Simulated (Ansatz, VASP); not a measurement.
## Ni: VASP beside Ansatz

File INCAR:

```
SYSTEM = Ni
PREC = Accurate
ENCUT = 520
EDIFF = 1E-6
ISMEAR = -1
SIGMA = 0.1
LREAL = .FALSE.
LASPH = .TRUE.
NELM = 150
ALGO = Normal
ISIF = 2
LWAVE = .FALSE.
LCHARG = .FALSE.
ISPIN = 2
MAGMOM = 1 1 1
LORBIT = 11
LMAXMIX = 4
NBANDS = 26
```

The input KPOINTS:

```
Automatic mesh
0
G
  15 15 6
  0 0 0
```

The input POSCAR:

```
Ni
1.0
    0.0000000000      1.7124962486     -1.7124962486
   -1.7124962486      0.0000000000      1.7124962486
    3.4249924972      3.4249924972      3.4249924972
Ni
3
Direct
    0.0000000000      0.0000000000      0.0000000000
    0.3333333330      0.6666666670      0.3333333330
    0.6666666670      0.3333333330      0.6666666670
```

Input for Ansatz:

```yaml
crystal:
  lattice:
    - [0.0, 1.7124962486, -1.7124962486]
    - [-1.7124962486, 0.0, 1.7124962486]
    - [3.4249924972, 3.4249924972, 3.4249924972]
  atoms:
    - { symbol: Ni, position: [0.0, 0.0, 0.0], spin: 1.0 }
    - { symbol: Ni, position: [0.333333333, 0.666666667, 0.333333333], spin: 1.0 }
    - { symbol: Ni, position: [0.666666667, 0.333333333, 0.666666667], spin: 1.0 }
magnetization:
  spin_polarized: true
kpoints:
  mp_grid: { grid: [15, 15, 6] }
scf:
  occupations: { method: fermi_dirac, width: 0.1 }
hamiltonian:
  xc: lda
  pseudopotentials: { kind: paw }
output:
  forces: true
  stress: true
  eigenvalues: true
```

Alike in both runs: task single point; functional LDA; k mesh 15 × 15 × 6; occupations fermi-dirac, width 0.1 eV; collinear spin.

```csv
,VASP,Ansatz
version,VASP 6.6.1,Ansatz 0.2.0
potentials or method,"VASP PAW LDA potentials, release 64 (Ni)","PAW with Ansatz's default frozen-core files, scalar-relativistic"
plane-wave cutoff (eV),520,420
valence electrons in the cell,30,54
```

Ansatz gave:

- pressure (GPa): 0.1
- traceless stress, the component that is largest in VASP (GPa): -0.06
- net moment per atom (μB): 0.58
- size of the moment on the site where the two differ most (μB): 0.61

**Question.** What did VASP give for the same quantities?

**Answer.** Pressure (GPa): -0.1; traceless stress, the component that is largest in VASP (GPa): -0.05; net moment per atom (μB): 0.55; size of the moment on the site where the two differ most (μB): 0.55.

LDA's correlation is that of Perdew and Zunger in VASP and of Perdew and Wang (1992) in Ansatz. Site moments also hang on the region over which each program counts them. VASP's potentials hold 30 valence electrons a cell and Ansatz's 54, so a difference there can come from the potentials and not from the codes.
